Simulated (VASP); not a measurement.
# CdF2 (I4mm) in VASP: single point with PBE

Aim: the single point of CdF2 with PBE.

All numbers are computed with VASP 6.6.1; they aren't measurements. Logs are shortened: lines on timing, memory, paths and dates and some standing lists are left out, and cuts for length are marked.

### 1 The cell of the first run

Symmetry: I4mm, No. 107, tetragonal system. Conventional cell: a = 3.810 Å, b = 3.810 Å, c = 5.388 Å, α = 90.00°, β = 90.00°, γ = 90.00°. Cd (site symmetry 4mm) has 8 F at 2.22 to 2.45 Å within 2.9 Å. Within 2.9 Å of F (site symmetry 2mm) lie 4 Cd at 2.22 to 2.45 Å and 6 F at 2.69 Å.

### 2 Single point, PBE

Contents of INCAR:

```
PREC = Accurate ; ENCUT = 600
EDIFF = 1E-6 ; ISMEAR = -5
SIGMA = 0.1 ; LREAL = False
LASPH = True ; NELM = 120
ALGO = Normal ; ISIF = 2
LWAVE = False ; LCHARG = True
GGA = PE ; LELF = True
LVHAR = True ; NBANDS = 20
GGA_COMPAT = False
```

Contents of KPOINTS:

```
regular mesh
0
Gamma
  6 6 6
```

Contents of POSCAR:

```
CdF2
1.0
    0.0000000000      2.6940000000      2.6940000000
    2.6940000000      0.0000000000      2.6940000000
    2.6940000000      2.6940000000      0.0000000000
Cd F
1 2
Direct
    0.0371195249      0.0371195249     -0.0371195249
    0.2500000000      0.2500000000      0.2500000000
    0.7500000000      0.7500000000      0.7500000000
```

Potentials or basis: VASP PAW PBE potentials, release 64 (Cd, F).

Started as:

```bash
cat potpaw_PBE.64/Cd/POTCAR potpaw_PBE.64/F/POTCAR > POTCAR
mpirun -np 1 vasp_std > vasp.out
```

OUTCAR:

```text
PREC = Accurate
   ENCUT = 600
   EDIFF = 1E-6
   ISMEAR = -5
   LREAL = False
   LASPH = True
   NELM = 120
   ISIF = 2
   GGA = PE

 ion  position               nearest neighbor table
   1  0.037  0.037  0.963-   3 2.22   3 2.22   2 2.22   2 2.22   3 2.45   3 2.45   2 2.45   2 2.45

   2  0.250  0.250  0.250-   1 2.22   1 2.22   1 2.45   1 2.45
   3  0.750  0.750  0.750-   1 2.22   1 2.22   1 2.45   1 2.45

  LATTYP: Found a face centered cubic cell.
 ALAT       =     5.3880000000

  Lattice vectors:

 A1 = (   0.0000000000,   2.6940000000,   2.6940000000)
 A2 = (   2.6940000000,   0.0000000000,   2.6940000000)
 A3 = (   2.6940000000,   2.6940000000,   0.0000000000)

Analysis of symmetry for initial positions (statically):
=====================================================================
 Subroutine PRICEL returns:
 Original cell was already a primitive cell.

 Routine SETGRP: Setting up the symmetry group for a
 face centered cubic supercell.

 Subroutine GETGRP returns: Found  8 space group operations
 (whereof  8 operations were pure point group operations)
 out of a pool of 48 trial point group operations.

The static configuration has the point symmetry C_4v.

Analysis of symmetry for dynamics (positions and initial velocities):
=====================================================================
 Subroutine PRICEL returns:
 Original cell was already a primitive cell.

 Routine SETGRP: Setting up the symmetry group for a
 face centered cubic supercell.

 Subroutine GETGRP returns: Found  8 space group operations
 (whereof  8 operations were pure point group operations)
 out of a pool of 48 trial point group operations.

The dynamic configuration has the point symmetry C_4v.

 Subroutine INISYM returns: Found  8 space group operations
 (whereof  8 operations are pure point group operations),
 and found     1 'primitive' translations

----------------------------------------------------------------------------------------

                                     Primitive cell

  volume of cell :      39.1041

  direct lattice vectors                    reciprocal lattice vectors
     0.000000000  2.694000000  2.694000000    -0.185597624  0.185597624  0.185597624
     2.694000000  0.000000000  2.694000000     0.185597624 -0.185597624  0.185597624
     2.694000000  2.694000000  0.000000000     0.185597624  0.185597624 -0.185597624

  length of vectors
[... 85 lines left out ...]
   NELM   =    120;   NELMIN=  2; NELMDL= -5     # of ELM steps
   EDIFF  = 0.1E-05   stopping-criterion for ELM
   LREAL  =      F    real-space projection
   EDIFFG = 0.1E-04   stopping-criterion for IOM
   NSW    =      0    number of steps for IOM
   IBRION =     -1    ionic relax: 0-MD 1-quasi-New 2-CG
   NFREE  =      0    steps in history (QN), initial steepest desc. (CG)
   ISIF   =      2    stress and relaxation
   ISYM   =      2    0-nonsym 1-usesym 2-fastsym
   POTIM  = 0.5000    time-step for ionic-motion
   TEBEG  =    0.0;   TEEND  =   0.0 temperature during run
   PSTRESS=    0.0 pullay stress
   NELECT =      26.0000    total number of electrons
   NUPDOWN=      -1.0000    fix difference up-down
   EMIN   =  10.00;   EMAX   =-10.00  energy-range for DOS
   EFERMI =   0.00;   METHOD = LEGACY
   ISMEAR =    -5;   SIGMA  =   0.10  broadening in eV -4-tet -1-fermi 0-gaus
   EFERMI_NEDOS =   21; number of points for ismear=-14 and -15
   IALGO  =     38    algorithm
   IMIX   =      4    mixing-type and parameters
     AMIX     =   0.40;   BMIX     =  1.00
     AMIX_MAG =   1.60;   BMIX_MAG =  1.00
  volume/ion in A,a.u.               =      13.03        87.96
  Fermi-wavevector in a.u.,A,eV,Ry     =   1.428867  2.700166 27.778468  2.041660
  Thomas-Fermi vector in A             =   2.548882
   LORBIT       =      0    0 simple, 1 ext, 2 COOP (PROOUT), +10 PAW based schemes
   GGA     = PE    functional components
   LHFCALC =     F    Hartree Fock is set to
   AEXX    =    0.0000 exact exchange contribution
   IVDW    =     0    specifies the selected vdW correction
   LEPSILON=     F    determine dielectric tensor
   LRPA    =     F    only Hartree local field effects (RPA)
 non-spin polarized calculation
 Fermi weights with tetrahedron method with Bloechl corrections
  energy-cutoff  :      600.00
  volume of cell :       39.10
 maximum number of plane-waves:      1315
   NGX = 15   NGY = 15   NGZ = 15

 number of electron      25.9999982 magnetization

 Free energy of the ion-electron system (eV)
  ---------------------------------------------------
  ext. energy  EPLUGINS =         0.00000000
  ---------------------------------------------------
  free energy    TOTEN  =       -10.74487400 eV

  energy without entropy =      -10.74487400  energy(sigma->0) =      -10.74487400

 E-fermi :  -1.2169     XC(G=0): -10.4019

 val. band max:       -1.2776620867   @ k =   0.1667  -0.3333   0.5000
 cond. band min:       1.7754821974   @ k =   0.0000   0.0000   0.0000
 fundamental gap:      3.0531442841
 Fermi energy:        -1.2169312698

 k-point     1 :       0.0000    0.0000    0.0000
  band No.  band energies     occupation
      1     -22.1542      2.00000
      2     -21.0659      2.00000
      3      -6.9690      2.00000
      4      -6.9690      2.00000
      5      -6.8734      2.00000
      6      -5.8007      2.00000
[... 541 lines left out ...]
     19      18.0819      0.00000
     20      20.0835      0.00000

 [... further k-points ...]

------------------------ aborting loop because EDIFF is reached ----------------------------------------

  FORCE on cell =-STRESS in cart. coord.  units (eV):
  Direction    XX          YY          ZZ          XY          YZ          ZX
  --------------------------------------------------------------------------------------
  -------------------------------------------------------------------------------------
  Total        2.2007823      2.2007823      1.7024789      0.0000000     -0.0000000      0.0000000
  in kB       90.1705888     90.1705888     69.7540703      0.0000000     -0.0000000      0.0000000
  external PRESSURE =      83.3650826 kB  Pullay stress =       0.0000000 kB

 VOLUME and BASIS-vectors are now :
 -----------------------------------------------------------------------------
  energy-cutoff  :      600.00
  volume of cell :       39.10
      direct lattice vectors                 reciprocal lattice vectors
     0.000000000  2.694000000  2.694000000    -0.185597624  0.185597624  0.185597624
     2.694000000  0.000000000  2.694000000     0.185597624 -0.185597624  0.185597624
     2.694000000  2.694000000  0.000000000     0.185597624  0.185597624 -0.185597624

 POSITION                                       TOTAL-FORCE (eV/Angst)
 -----------------------------------------------------------------------------------
      2.69400      2.69400      0.20000         0.000000      0.000000     -1.178983
      1.34700      1.34700      1.34700         0.000000      0.000000      0.589492
      4.04100      4.04100      4.04100        -0.000000     -0.000000      0.589492
 -----------------------------------------------------------------------------------
    total drift:                                0.000000      0.000000      0.000165

  FREE ENERGIE OF THE ION-ELECTRON SYSTEM (eV)
  ---------------------------------------------------
  free  energy   TOTEN  =       -10.7448739961 eV

  energy  without entropy=      -10.7448739961  energy(sigma->0) =      -10.74487400
```

Run time: 30 s. Hardware: 1 thread of AMD EPYC 7R43 (Zen 3), shared host; peak memory 0.14 GiB.

What came out:

| Quantity | Value |
| --- | --- |
| Free energy | -10.7449 eV |
| Pressure | 8.3 GPa |
| Largest force | 1.179 eV/Å |
| Band gap on the k mesh | 3.05 eV (least direct gap 3.57 eV) |

Forces on the atoms (eV/Å):
```
Cd   0.000  0.000 -1.179
F    0.000  0.000  0.589
F    0.000  0.000  0.589
```

Stress tensor (GPa, compression positive):
```
9.02 0.00 0.00
0.00 9.02 0.00
0.00 0.00 6.98
```

Levels at points of the mesh, in eV from the valence-band top:
```csv
k point,band 9,band 10,band 11,band 12,band 13,band 14,band 15,band 16,band 17,band 18
"(0.00, 0.00, 0.00)",-1.02,-0.87,-0.57,-0.57,-0.52,3.05,12.68,12.82,12.82,17.54
"(0.50, 0.00, 0.00)",-2.23,-1.84,-1.80,-0.45,-0.42,7.14,9.14,14.56,14.57,18.01
"(0.50, 0.50, 0.00)",-2.87,-2.87,-0.43,-0.16,-0.16,7.98,9.59,11.90,14.32,14.32
"(0.00, 0.50, 0.50)",-2.94,-2.58,-0.49,-0.23,-0.06,7.94,9.69,11.75,14.34,14.47
```

Caveat: the cell stands under pressure; forces of over 1 eV/Å act on the atoms, so gaps and moduli don't describe the material at rest. A k mesh can miss the band edges.
